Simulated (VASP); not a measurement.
# PtCl (Fm-3m) in VASP: further runs, part 2 of 3

VASP 6.6.1. The steps go on from the part before.

## (3) Single point, PBE

Contents of INCAR:

```
PREC = Accurate ; ENCUT = 500
EDIFF = 1E-6 ; ISMEAR = 0
SIGMA = 0.2144 ; LREAL = False
LASPH = True ; NELM = 120
ALGO = Normal ; ISIF = 2
LWAVE = False ; LCHARG = False
GGA = PE ; NBANDS = 16
GGA_COMPAT = False
```

Contents of KPOINTS:

```
Automatic mesh
0
Gamma
  5 5 5
```

Contents of POSCAR:

```
PtCl
1.0
    0.0000000000      2.6276550319      2.6276550319
    2.6276550319      0.0000000000      2.6276550319
    2.6276550319      2.6276550319      0.0000000000
Pt Cl
1 1
Direct
    0.0000000000      0.0000000000      0.0000000000
    0.5000000000      0.5000000000      0.5000000000
```

Potentials or basis: VASP PAW PBE potentials, release 64 (Pt, Cl).

On the command line:

```
$ cat potpaw_PBE.64/Pt/POTCAR potpaw_PBE.64/Cl/POTCAR > POTCAR
$ mpirun -np 1 vasp_std > vasp.out
```

It took 12 s on 1 thread of Intel Xeon Platinum 8375C at 2.90GHz (Ice Lake), shared host; peak memory 0.15 GiB.

The run converged. Its results:

```
Free energy : -6.6291 eV
Pressure    : 0.0 GPa
```

Levels at points of the mesh, in eV from the Fermi level:
| k point | band 7 | band 8 | band 9 | band 10 | band 11 | band 12 |
| --- | --- | --- | --- | --- | --- | --- |
| (0.00, 0.00, 0.00) | -2.41 | -2.37 | -2.37 | -0.77 | 10.99 | 11.37 |

Caveat: the k points lie up to 0.41 Å⁻¹ apart; spin-orbit coupling is left out, which moves the levels of the heavy elements; an odd number of electrons without spin polarisation forces a metal; a magnetic or distorted state may lie lower.

## (4) Single point, PBE

Contents of INCAR:

```
  PREC = Accurate
  ENCUT = 500
  EDIFF = 1E-6
  ISMEAR = -5
  SIGMA = 0.1
  LREAL = F
  LASPH = T
  NELM = 120
  ALGO = Normal
  ISIF = 2
  LWAVE = F
  LCHARG = F
  GGA = PE
  NBANDS = 16
  GGA_COMPAT = F
```

Contents of KPOINTS:

```
regular mesh
0
Gamma
  5 5 5
```

Contents of POSCAR:

```
PtCl
1.0
    0.0000000000      2.6271771173      2.6271771173
    2.6271771173      0.0000000000      2.6271771173
    2.6271771173      2.6271771173      0.0000000000
Pt Cl
1 1
Direct
    0.0000000000      0.0000000000      0.0000000000
    0.5000000000      0.5000000000      0.5000000000
```

Potentials or basis: VASP PAW PBE potentials, release 64 (Pt, Cl).

On the command line:

```
$ cat potpaw_PBE.64/Pt/POTCAR potpaw_PBE.64/Cl/POTCAR > POTCAR
$ mpirun -np 1 vasp_std > vasp.out
```

OUTCAR:

```text
PREC = Accurate
   ENCUT = 500
   EDIFF = 1E-6
   ISMEAR = -5
   LREAL = F
   LASPH = T
   NELM = 120
   ISIF = 2
   GGA = PE

 ion  position               nearest neighbor table
   1  0.000  0.000  0.000-   2 2.63   2 2.63   2 2.63   2 2.63   2 2.63   2 2.63
   2  0.500  0.500  0.500-   1 2.63   1 2.63   1 2.63   1 2.63   1 2.63   1 2.63

  LATTYP: Found a face centered cubic cell.
 ALAT       =     5.2543542346

  Lattice vectors:

 A1 = (   0.0000000000,   2.6271771173,   2.6271771173)
 A2 = (   2.6271771173,   0.0000000000,   2.6271771173)
 A3 = (   2.6271771173,   2.6271771173,   0.0000000000)

Analysis of symmetry for initial positions (statically):
=====================================================================
 Subroutine PRICEL returns:
 Original cell was already a primitive cell.

 Routine SETGRP: Setting up the symmetry group for a
 face centered cubic supercell.

 Subroutine GETGRP returns: Found 48 space group operations
 (whereof 48 operations were pure point group operations)
 out of a pool of 48 trial point group operations.

The static configuration has the point symmetry O_h .

Analysis of symmetry for dynamics (positions and initial velocities):
=====================================================================
 Subroutine PRICEL returns:
 Original cell was already a primitive cell.

 Routine SETGRP: Setting up the symmetry group for a
 face centered cubic supercell.

 Subroutine GETGRP returns: Found 48 space group operations
 (whereof 48 operations were pure point group operations)
 out of a pool of 48 trial point group operations.

The dynamic configuration has the point symmetry O_h .

 Subroutine INISYM returns: Found 48 space group operations
 (whereof 48 operations are pure point group operations),
 and found     1 'primitive' translations

----------------------------------------------------------------------------------------

                                     Primitive cell

  volume of cell :      36.2659

  direct lattice vectors                    reciprocal lattice vectors
     0.000000000  2.627177117  2.627177117    -0.190318345  0.190318345  0.190318345
     2.627177117  0.000000000  2.627177117     0.190318345 -0.190318345  0.190318345
     2.627177117  2.627177117  0.000000000     0.190318345  0.190318345 -0.190318345

  length of vectors
     3.715389510  3.715389510  3.715389510     0.329641043  0.329641043  0.329641043

  position of ions in fractional coordinates (direct lattice)
     0.000000000  0.000000000  0.000000000
     0.500000000  0.500000000  0.500000000

  ion indices of the primitive-cell ions
   primitive index   ion index
                 1           1
                 2           2

----------------------------------------------------------------------------------------

 KPOINTS: regular mesh

Automatic generation of k-mesh.
 Grid dimensions read from file:
 generate k-points for:    5    5    5

 Generating k-lattice:

  Cartesian coordinates                     Fractional coordinates (reciprocal lattice)
    -0.038063669  0.038063669  0.038063669     0.200000000  0.000000000  0.000000000
     0.038063669 -0.038063669  0.038063669     0.000000000  0.200000000  0.000000000
     0.038063669  0.038063669 -0.038063669     0.000000000  0.000000000  0.200000000

  Length of vectors
     0.065928209  0.065928209  0.065928209

  Shift w.r.t. Gamma in fractional coordinates (k-lattice)
     0.000000000  0.000000000  0.000000000

 TETIRR: Found     24 inequivalent tetrahedra from      750

 Subroutine IBZKPT returns following result:
 ===========================================

 Found     10 irreducible k-points:

 Following reciprocal coordinates:
            Coordinates               Weight
  0.000000  0.000000  0.000000      1.000000
  0.200000  0.000000  0.000000      8.000000
  0.400000  0.000000  0.000000      8.000000
  0.200000  0.200000  0.000000      6.000000
  0.400000  0.200000  0.000000     24.000000
 -0.400000  0.200000  0.000000     24.000000
 -0.200000  0.200000  0.000000     12.000000
[... 21 lines left out ...]
   EDIFF  = 0.1E-05   stopping-criterion for ELM
   LREAL  =      F    real-space projection
[... 7 lines left out ...]
   TEBEG  =    0.0;   TEEND  =   0.0 temperature during run
   PSTRESS=    0.0 pullay stress
   NELECT =      17.0000    total number of electrons
   NUPDOWN=      -1.0000    fix difference up-down
   EMIN   =  10.00;   EMAX   =-10.00  energy-range for DOS
   EFERMI =   0.00;   METHOD = LEGACY
   ISMEAR =    -5;   SIGMA  =   0.10  broadening in eV -4-tet -1-fermi 0-gaus
   EFERMI_NEDOS =   21; number of points for ismear=-14 and -15
   IALGO  =     38    algorithm
   IMIX   =      4    mixing-type and parameters
     AMIX     =   0.40;   BMIX     =  1.00
     AMIX_MAG =   1.60;   BMIX_MAG =  1.00
  volume/ion in A,a.u.               =      18.13       122.37
  Fermi-wavevector in a.u.,A,eV,Ry     =   1.271721  2.403204 22.004347  1.617274
  Thomas-Fermi vector in A             =   2.404638
   LORBIT       =      0    0 simple, 1 ext, 2 COOP (PROOUT), +10 PAW based schemes
   GGA     = PE    functional components
   LHFCALC =     F    Hartree Fock is set to
   AEXX    =    0.0000 exact exchange contribution
   IVDW    =     0    specifies the selected vdW correction
   LEPSILON=     F    determine dielectric tensor
   LRPA    =     F    only Hartree local field effects (RPA)
 non-spin polarized calculation
 Fermi weights with tetrahedron method with Bloechl corrections
  energy-cutoff  :      500.00
  volume of cell :       36.27
 maximum number of plane-waves:       941
   NGX = 13   NGY = 13   NGZ = 13

 number of electron      17.0000000 magnetization

 Free energy of the ion-electron system (eV)
  ---------------------------------------------------
  ext. energy  EPLUGINS =         0.00000000
  ---------------------------------------------------
  free energy    TOTEN  =        -6.59267065 eV

  energy without entropy =       -6.59267065  energy(sigma->0) =       -6.59267065

 E-fermi :   7.2159     XC(G=0): -11.2120

 val. band max:        7.1205821566   @ k =   0.4000   0.2000   0.0000
 cond. band min:       6.3850430180   @ k =   0.0000   0.0000   0.0000
 fundamental gap:     -0.7355391386
 Fermi energy:         7.2158652830

 k-point     1 :       0.0000    0.0000    0.0000
  band No.  band energies     occupation
      1     -10.5309      2.00000
      2       2.8941      2.00000
      3       2.8941      2.00000
      4       2.8941      2.00000
      5       4.7378      2.00000
      6       4.7378      2.00000
[... 8 lines left out ...]
     15      21.4010      0.00000
     16      21.4010      0.00000
[... 153 lines left out ...]
 k-point    10 :      -0.4000    0.4000    0.2000
  band No.  band energies     occupation
      1      -9.7823      2.00000
      2       0.2252      2.00000
      3       1.0718      2.00000
      4       1.2262      2.00000
      5       5.1542      2.00000
      6       5.7114      2.00000
[... 8 lines left out ...]
     15      20.7217      0.00000
     16      22.7907      0.00000

------------------------ aborting loop because EDIFF is reached ----------------------------------------

  FORCE on cell =-STRESS in cart. coord.  units (eV):
  Direction    XX          YY          ZZ          XY          YZ          ZX
  --------------------------------------------------------------------------------------
  -------------------------------------------------------------------------------------
  Total       -0.0110957     -0.0110957     -0.0110957      0.0000000     -0.0000000      0.0000000
  in kB       -0.4901919     -0.4901919     -0.4901919      0.0000000     -0.0000000      0.0000000
  external PRESSURE =      -0.4901919 kB  Pullay stress =       0.0000000 kB

 VOLUME and BASIS-vectors are now :
 -----------------------------------------------------------------------------
  energy-cutoff  :      500.00
  volume of cell :       36.27
      direct lattice vectors                 reciprocal lattice vectors
     0.000000000  2.627177117  2.627177117    -0.190318345  0.190318345  0.190318345
     2.627177117  0.000000000  2.627177117     0.190318345 -0.190318345  0.190318345
     2.627177117  2.627177117  0.000000000     0.190318345  0.190318345 -0.190318345

 POSITION                                       TOTAL-FORCE (eV/Angst)
 -----------------------------------------------------------------------------------
      0.00000      0.00000      0.00000         0.000000      0.000000      0.000000
      2.62718      2.62718      2.62718        -0.000000     -0.000000     -0.000000
 -----------------------------------------------------------------------------------
    total drift:                                0.000000      0.000000      0.000000

  FREE ENERGIE OF THE ION-ELECTRON SYSTEM (eV)
  ---------------------------------------------------
  free  energy   TOTEN  =        -6.5926706541 eV

  energy  without entropy=       -6.5926706541  energy(sigma->0) =       -6.59267065
```

OSZICAR:

```text
N       E                     dE             d eps       ncg     rms          rms(c)
DAV:   1     0.889419324874E+02    0.88942E+02   -0.75858E+03   320   0.902E+02
DAV:   2    -0.354584601747E+01   -0.92488E+02   -0.84403E+02   416   0.206E+02
DAV:   3    -0.659029096552E+01   -0.30444E+01   -0.30350E+01   408   0.374E+01
DAV:   4    -0.661271543940E+01   -0.22424E-01   -0.22451E-01   384   0.356E+00
DAV:   5    -0.661300914318E+01   -0.29370E-03   -0.29413E-03   416   0.407E-01    0.148E+01
DAV:   6    -0.659085062914E+01    0.22159E-01   -0.33633E-02   376   0.144E+00    0.872E+00
DAV:   7    -0.659316250227E+01   -0.23119E-02   -0.88236E-03   400   0.698E-01    0.889E-01
DAV:   8    -0.659263954868E+01    0.52295E-03   -0.96448E-04   376   0.295E-01    0.160E-01
DAV:   9    -0.659268556490E+01   -0.46016E-04   -0.55019E-04   384   0.150E-01    0.604E-02
DAV:  10    -0.659267109474E+01    0.14470E-04   -0.12491E-05   376   0.247E-02    0.118E-02
DAV:  11    -0.659267227662E+01   -0.11819E-05   -0.30607E-06   400   0.135E-02    0.396E-03
DAV:  12    -0.659267089510E+01    0.13815E-05   -0.96873E-08   224   0.274E-03    0.209E-03
DAV:  13    -0.659267065414E+01    0.24096E-06   -0.34248E-08   184   0.138E-03
   1 F= -.65926707E+01 E0= -.65926707E+01  d E =0.000000E+00
```

stdout:

```text
POSCAR found type information on POSCAR PtCl
 POSCAR found :  2 types and       2 ions
 scaLAPACK will be used
 LDA part: xc-table for (Slater+PW92), standard interpolation
 POSCAR, INCAR and KPOINTS ok, starting setup
 FFT: planning ... GRIDC
 FFT: planning ... GRID_SOFT
 FFT: planning ... GRID
 WAVECAR not read
 entering main loop
 -----------------------------------------------------------------------------
|                                                                             |
|           W    W    AA    RRRRR   N    N  II  N    N   GGGG   !!!           |
|           W    W   A  A   R    R  NN   N  II  NN   N  G    G  !!!           |
|           W    W  A    A  R    R  N N  N  II  N N  N  G       !!!           |
|           W WW W  AAAAAA  RRRRR   N  N N  II  N  N N  G  GGG   !            |
|           WW  WW  A    A  R   R   N   NN  II  N   NN  G    G                |
|           W    W  A    A  R    R  N    N  II  N    N   GGGG   !!!           |
|                                                                             |
|     Tetrahedron method does not include variations of the Fermi             |
|     occupations, so forces and stress will be inaccurate. We suggest        |
|     using a different smearing scheme ISMEAR = 1 or 2 for metals in         |
|     relaxations.                                                            |
|                                                                             |
 -----------------------------------------------------------------------------
```

It took 10 s on 1 thread of Intel Xeon Platinum 8375C at 2.90GHz (Ice Lake), shared host; peak memory 0.15 GiB.

What came out:

```
Free energy : -6.5927 eV
Pressure    : 0.0 GPa
```

Caveat: the k points lie up to 0.41 Å⁻¹ apart; spin-orbit coupling is left out, which moves the levels of the heavy elements; an odd number of electrons without spin polarisation forces a metal; a magnetic or distorted state may lie lower; tetrahedron occupations give inexact forces and stress in metals.

[end of part 2 of 3]
